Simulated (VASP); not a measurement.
# SnTe (I4/mmm) in VASP: settings compared

Aim: see how the results for SnTe move with the level of theory and the settings. Levels: PBE, r2SCAN. Tasks: single point.

All numbers are computed with VASP 6.6.1; they aren't measurements. Logs are shortened: lines on timing, memory, paths and dates and some standing lists are left out, and cuts for length are marked.

### Step 1. The cell of the first run

It takes space group I4/mmm (No. 139, tetragonal). Conventional cell: a = 4.331 Å, b = 4.331 Å, c = 6.411 Å, α = 90.00°, β = 90.00°, γ = 90.00°. Within 4.0 Å of Sn (site symmetry 4/mmm) lie 6 Te at 3.06 to 3.21 Å. Within 4.0 Å of Te (site symmetry 4/mmm) lie 6 Sn at 3.06 to 3.21 Å.

### Step 2. Single point, PBE (epitaxial xy strain -4.0%)

INCAR

```
SYSTEM = SnTe
PREC     = Accurate       ! precision mode
ENCUT    = 520            ! plane-wave cutoff, eV
EDIFF    = 1E-6           ! SCF threshold, eV
ISMEAR   = -1             ! smearing method
SIGMA    = 0.02           ! smearing width, eV
LREAL    = .FALSE.        ! projectors in reciprocal space
LASPH    = .TRUE.         ! aspherical terms in the spheres
NELM     = 60             ! most SCF steps
ALGO     = Normal         ! electronic algorithm
ISIF     = 2              ! what is computed and relaxed
LWAVE    = .FALSE.        ! write WAVECAR
LCHARG   = .FALSE.        ! write CHGCAR
GGA      = PE             ! functional
NBANDS   = 17             ! bands
```

KPOINTS

```
regular mesh
0
G
  8 8 8
  0 0 0
```

POSCAR

```
SnTe
1.0
    0.0000000000      3.0623949932      3.2053323446
    3.0623949932      0.0000000000      3.2053323446
    3.0623949932      3.0623949932      0.0000000000
Sn Te
1 1
Direct
    0.0000000000      0.0000000000      0.0000000000
    0.5000000000      0.5000000000      0.5000000000
```

Potentials or basis: VASP PAW PBE potentials, release 64 (Sn_d, Te).

Run with:

```console
cat potpaw_PBE.64/Sn_d/POTCAR potpaw_PBE.64/Te/POTCAR > POTCAR
mpirun -np 1 vasp_std > vasp.out
```

OUTCAR:

```text
SYSTEM = SnTe
   PREC = Accurate
   ENCUT = 520
   EDIFF = 1E-6
   ISMEAR = -1
   LREAL = .FALSE.
   LASPH = .TRUE.
   NELM = 60
   ISIF = 2
   GGA = PE

 ion  position               nearest neighbor table
   1  0.000  0.000  0.000-   2 3.06   2 3.06   2 3.06   2 3.06   2 3.21   2 3.21
   2  0.500  0.500  0.500-   1 3.06   1 3.06   1 3.06   1 3.06   1 3.21   1 3.21

  LATTYP: Found a body centered tetragonal cell.
 ALAT       =     4.3308805327
 C/A-ratio  =     1.4802220105

  Lattice vectors:

 A1 = (  -3.0623949932,   0.0000000000,   3.2053323446)
 A2 = (   3.0623949932,   0.0000000000,   3.2053323446)
 A3 = (   0.0000000000,   3.0623949932,  -3.2053323446)

Analysis of symmetry for initial positions (statically):
=====================================================================
 Subroutine PRICEL returns:
 Original cell was already a primitive cell.

 Routine SETGRP: Setting up the symmetry group for a
 body centered tetragonal supercell.

 Subroutine GETGRP returns: Found 16 space group operations
 (whereof 16 operations were pure point group operations)
 out of a pool of 16 trial point group operations.

The static configuration has the point symmetry D_4h.

Analysis of symmetry for dynamics (positions and initial velocities):
=====================================================================
 Subroutine PRICEL returns:
 Original cell was already a primitive cell.

 Routine SETGRP: Setting up the symmetry group for a
 body centered tetragonal supercell.

 Subroutine GETGRP returns: Found 16 space group operations
 (whereof 16 operations were pure point group operations)
 out of a pool of 16 trial point group operations.

The dynamic configuration has the point symmetry D_4h.

 Subroutine INISYM returns: Found 16 space group operations
 (whereof 16 operations are pure point group operations),
 and found     1 'primitive' translations

----------------------------------------------------------------------------------------

                                     Primitive cell

  volume of cell :      60.1209

  direct lattice vectors                    reciprocal lattice vectors
     0.000000000  3.062394993  3.205332345    -0.163270904  0.163270904  0.155990065
     3.062394993  0.000000000  3.205332345     0.163270904 -0.163270904  0.155990065
     3.062394993  3.062394993  0.000000000     0.163270904  0.163270904 -0.155990065

  length of vectors
     4.433104841  4.433104841  4.330880533     0.278653327  0.278653327  0.278653327

  position of ions in fractional coordinates (direct lattice)
     0.000000000  0.000000000  0.000000000
     0.500000000  0.500000000  0.500000000

  ion indices of the primitive-cell ions
   primitive index   ion index
                 1           1
                 2           2

----------------------------------------------------------------------------------------

 KPOINTS: regular mesh

Automatic generation of k-mesh.
 Grid dimensions read from file:
 generate k-points for:    8    8    8

 Generating k-lattice:

  Cartesian coordinates                     Fractional coordinates (reciprocal lattice)
    -0.020408863  0.020408863  0.019498758     0.125000000  0.000000000  0.000000000
     0.020408863 -0.020408863  0.019498758     0.000000000  0.125000000  0.000000000
     0.020408863  0.020408863 -0.019498758     0.000000000  0.000000000  0.125000000

  Length of vectors
     0.034831666  0.034831666  0.034831666

  Shift w.r.t. Gamma in fractional coordinates (k-lattice)
     0.000000000  0.000000000  0.000000000

 Subroutine IBZKPT returns following result:
 ===========================================

 Found     59 irreducible k-points:

 Following reciprocal coordinates:
            Coordinates               Weight
  0.000000  0.000000  0.000000      1.000000
  0.125000  0.000000  0.000000      8.000000
  0.250000  0.000000  0.000000      8.000000
  0.375000  0.000000  0.000000      8.000000
  0.500000  0.000000  0.000000      4.000000
  0.125000  0.125000  0.000000      2.000000
[... 16 lines left out ...]
  0.250000  0.000000  0.125000     16.000000
  0.375000  0.000000  0.125000     16.000000
 [... further k-points ...]
   k-points           NKPTS =     59   k-points in BZ     NKDIM =     59   number of bands    NBANDS=     17
   number of dos      NEDOS =    301   number of ions     NIONS =      2
   total plane-waves  NPLWV =  41472
   dimension x,y,z NGX =    36 NGY =   36 NGZ =   32
   dimension x,y,z NGXF=    72 NGYF=   72 NGZF=   64
   ions per type =               1   1
   NGX,Y,Z   is equivalent  to a cutoff of  13.50, 13.50, 12.28 a.u.
   NGXF,Y,Z  is equivalent  to a cutoff of  27.00, 27.00, 24.57 a.u.
 SYSTEM =  SnTe
   PREC   = accura    normal or accurate (medium, high low for compatibility)
   ISTART =      0    job   : 0-new  1-cont  2-samecut
   ICHARG =      2    charge: 1-file 2-atom 10-const
   ISPIN  =      1    spin polarized calculation?
   LNONCOLLINEAR =      F non collinear calculations
   LSORBIT =      F    spin-orbit coupling
   LASPH  =      T    aspherical Exc in radial PAW
   ENCUT  =  520.0 eV  38.22 Ry    6.18 a.u.   8.24  8.24  8.05*2*pi/ulx,y,z
   NELM   =     60;   NELMIN=  2; NELMDL= -5     # of ELM steps
   EDIFF  = 0.1E-05   stopping-criterion for ELM
   LREAL  =      F    real-space projection
   EDIFFG = 0.1E-04   stopping-criterion for IOM
   NSW    =      0    number of steps for IOM
   IBRION =     -1    ionic relax: 0-MD 1-quasi-New 2-CG
   NFREE  =      0    steps in history (QN), initial steepest desc. (CG)
   ISIF   =      2    stress and relaxation
   ISYM   =      2    0-nonsym 1-usesym 2-fastsym
   POTIM  = 0.5000    time-step for ionic-motion
   TEBEG  =    0.0;   TEEND  =   0.0 temperature during run
   PSTRESS=    0.0 pullay stress
   NELECT =      20.0000    total number of electrons
   NUPDOWN=      -1.0000    fix difference up-down
   EMIN   =  10.00;   EMAX   =-10.00  energy-range for DOS
   EFERMI =   0.00;   METHOD = LEGACY
   ISMEAR =    -1;   SIGMA  =   0.02  broadening in eV -4-tet -1-fermi 0-gaus
   EFERMI_NEDOS =   21; number of points for ismear=-14 and -15
   IALGO  =     38    algorithm
   IMIX   =      4    mixing-type and parameters
     AMIX     =   0.40;   BMIX     =  1.00
     AMIX_MAG =   1.60;   BMIX_MAG =  1.00
  volume/ion in A,a.u.               =      30.06       202.86
  Fermi-wavevector in a.u.,A,eV,Ry     =   1.134339  2.143591 17.506967  1.286726
  Thomas-Fermi vector in A             =   2.271043
   LORBIT       =      0    0 simple, 1 ext, 2 COOP (PROOUT), +10 PAW based schemes
   GGA     = PE    functional components
   LHFCALC =     F    Hartree Fock is set to
   AEXX    =    0.0000 exact exchange contribution
   IVDW    =     0    specifies the selected vdW correction
   LEPSILON=     F    determine dielectric tensor
   LRPA    =     F    only Hartree local field effects (RPA)
 non-spin polarized calculation
  energy-cutoff  :      520.00
  volume of cell :       60.12
 maximum number of plane-waves:      1636
 NGX is ok and might be reduce to    36
   NGX = 17   NGY = 17   NGZ = 17

 number of electron      20.0000002 magnetization

 Free energy of the ion-electron system (eV)
  ---------------------------------------------------
  ext. energy  EPLUGINS =         0.00000000
  ---------------------------------------------------
  free energy    TOTEN  =        -7.45196116 eV

  energy without entropy =       -7.45195851  energy(sigma->0) =       -7.45195983

 E-fermi :   7.5470     XC(G=0):  -9.6723

 val. band max:        7.3759225124   @ k =  -0.2500   0.1250   0.0000
 cond. band min:       7.7163969490   @ k =   0.5000   0.0000   0.0000
 fundamental gap:      0.3404744365
 Fermi energy:         7.5470022468

 k-point     1 :       0.0000    0.0000    0.0000
  band No.  band energies     occupation
      1     -14.4688      2.00000
      2     -14.4562      2.00000
      3     -14.4562      2.00000
      4     -14.4551      2.00000
      5     -14.4461      2.00000
      6      -5.6528      2.00000
[... 9 lines left out ...]
     16      12.2643      0.00000
     17      13.8144      0.00000

 k-point     2 :       0.1250    0.0000    0.0000
  band No.  band energies     occupation
      1     -14.4692      2.00000
      2     -14.4566      2.00000
      3     -14.4558      2.00000
      4     -14.4549      2.00000
      5     -14.4451      2.00000
      6      -5.5130      2.00000
[... 9 lines left out ...]
     16      12.5736      0.00000
     17      14.7371      0.00000

 k-point     3 :       0.2500    0.0000    0.0000
  band No.  band energies     occupation
      1     -14.4704      2.00000
      2     -14.4597      2.00000
      3     -14.4550      2.00000
      4     -14.4522      2.00000
      5     -14.4423      2.00000
      6      -5.1173      2.00000
[... 9 lines left out ...]
     16      13.4303      0.00000
     17      16.6529      0.00000

 k-point     4 :       0.3750    0.0000    0.0000
  band No.  band energies     occupation
      1     -14.4720      2.00000
      2     -14.4629      2.00000
      3     -14.4543      2.00000
      4     -14.4495      2.00000
      5     -14.4392      2.00000
      6      -4.5779      2.00000
[... 9 lines left out ...]
     16      14.8794      0.00000
     17      17.8639      0.00000
[... 343 lines left out ...]
      1     -14.4684      2.00000
      2     -14.4574      2.00000
      3     -14.4569      2.00000
      4     -14.4547      2.00000
      5     -14.4438      2.00000
      6      -5.4579      2.00000
[... 9 lines left out ...]
     16      13.2080      0.00000
     17      14.0519      0.00000

 k-point    23 :       0.2500    0.0000    0.1250
  band No.  band energies     occupation
      1     -14.4691      2.00000
      2     -14.4602      2.00000
      3     -14.4569      2.00000
      4     -14.4526      2.00000
      5     -14.4410      2.00000
      6      -5.1394      2.00000
[... 9 lines left out ...]
     16      14.1002      0.00000
     17      15.1974      0.00000

 k-point    24 :       0.3750    0.0000    0.1250
  band No.  band energies     occupation
      1     -14.4707      2.00000
      2     -14.4634      2.00000
      3     -14.4557      2.00000
      4     -14.4503      2.00000
      5     -14.4380      2.00000
      6      -4.6357      2.00000
[... 9 lines left out ...]
     16      15.4756      0.00000
     17      17.0270      0.00000

 [... further k-points ...]
[... 5 lines left out ...]
  --------------------------------------------------------------------------------------
  -------------------------------------------------------------------------------------
  Total        2.5983594      2.5983594      0.1561337      0.0000000      0.0000000      0.0000000
  in kB       69.2443476     69.2443476      4.1608481      0.0000000      0.0000000      0.0000000
  external PRESSURE =      47.5498478 kB  Pullay stress =       0.0000000 kB

 VOLUME and BASIS-vectors are now :
 -----------------------------------------------------------------------------
  energy-cutoff  :      520.00
  volume of cell :       60.12
      direct lattice vectors                 reciprocal lattice vectors
     0.000000000  3.062394993  3.205332345    -0.163270904  0.163270904  0.155990065
     3.062394993  0.000000000  3.205332345     0.163270904 -0.163270904  0.155990065
     3.062394993  3.062394993  0.000000000     0.163270904  0.163270904 -0.155990065

 POSITION                                       TOTAL-FORCE (eV/Angst)
 -----------------------------------------------------------------------------------
      0.00000      0.00000      0.00000        -0.000000     -0.000000     -0.000000
      3.06239      3.06239      3.20533         0.000000      0.000000      0.000000
 -----------------------------------------------------------------------------------
    total drift:                               -0.000000      0.000000      0.000000

  FREE ENERGIE OF THE ION-ELECTRON SYSTEM (eV)
  ---------------------------------------------------
  free  energy   TOTEN  =        -7.4519611559 eV

  energy  without entropy=       -7.4519585078  energy(sigma->0) =       -7.45195983
```

Wall time 94 s (1 thread of Intel Xeon 8259CL, shared host); peak memory 0.23 GiB.

What came out:

```yaml
Free_energy: -7.4520 eV
Pressure: 4.8 GPa
Band_gap_on_the_k_mesh: 0.34 eV, indirect (least direct gap 0.37 eV)
```

Stress tensor (GPa, compression positive):
```
6.92 0.00 0.00
0.00 6.92 0.00
0.00 0.00 0.42
```

Caveat: the cell differs from its parent crystal (epitaxial xy strain -4.0%); spin-orbit coupling is left out, which moves the levels of the heavy elements.

### Step 3. Single point, r2SCAN (epitaxial xy strain -4.0%)

POSCAR is that of step 2.

INCAR.step1

```
SYSTEM = SnTe
ALGO = Normal
EDIFF = 1E-4
ENCUT = 520
GGA = PE
ISMEAR = 0
LASPH = .TRUE.
LCHARG = .FALSE.
LREAL = .FALSE.
LWAVE = .TRUE.
NBANDS = 17
NELM = 100
PREC = Accurate
SIGMA = 0.01
```

INCAR.step2

```
SYSTEM = SnTe
ALGO = Normal
EDIFF = 1E-7
ENCUT = 520
ISIF = 2
ISMEAR = 0
ISTART = 1
LASPH = .TRUE.
LCHARG = .FALSE.
LMIXTAU = .TRUE.
LREAL = .FALSE.
LWAVE = .FALSE.
METAGGA = R2SCAN
NBANDS = 17
NELM = 100
PREC = Accurate
SIGMA = 0.01
```

KPOINTS

```
k-points
0
G
  8 8 8
  0 0 0
```

Potentials or basis: VASP PAW PBE potentials, release 64 (Sn_d, Te).

Run with:

```console
cat potpaw_PBE.64/Sn_d/POTCAR potpaw_PBE.64/Te/POTCAR > POTCAR
cp INCAR.step1 INCAR
mpirun -np 1 vasp_std > vasp.out
cp INCAR.step2 INCAR
mpirun -np 1 vasp_std > vasp.out
```

Run time: 7 min. Hardware: 1 thread of Intel Xeon 8259CL, shared host; peak memory 0.25 GiB.

The run converged. Its results:

```yaml
Free_energy: -50.5967 eV
Pressure: 4.0 GPa
Band_gap_on_the_k_mesh: 0.33 eV, indirect (least direct gap 0.34 eV)
```

Stress tensor (GPa, compression positive):
```
 6.21  0.00  0.00
 0.00  6.21  0.00
 0.00  0.00 -0.37
```

Levels at points of the mesh, in eV from the valence-band top:
```tsv
k point	band 6	band 7	band 8	band 9	band 10	band 11	band 12	band 13	band 14	band 15
(0.00, 0.00, 0.00)	-13.74	-4.44	-2.69	-2.69	-2.17	2.86	4.04	4.04	4.76	5.10
(0.50, 0.00, 0.00)	-12.27	-8.97	-2.21	-2.06	0.00	0.34	0.40	0.42	8.41	9.17
(0.50, 0.50, 0.00)	-12.10	-6.45	-6.12	-4.16	-4.16	2.34	5.58	5.58	6.63	9.42
(0.50, 0.00, 0.50)	-11.79	-6.81	-6.23	-4.55	-4.00	2.22	4.72	6.03	7.43	9.26
```

Caveat: the cell differs from its parent crystal (epitaxial xy strain -4.0%); the PAW data sets were made with another functional, which shifts forces and pressure a little; spin-orbit coupling is left out, which moves the levels of the heavy elements. A k mesh can miss the band edges.
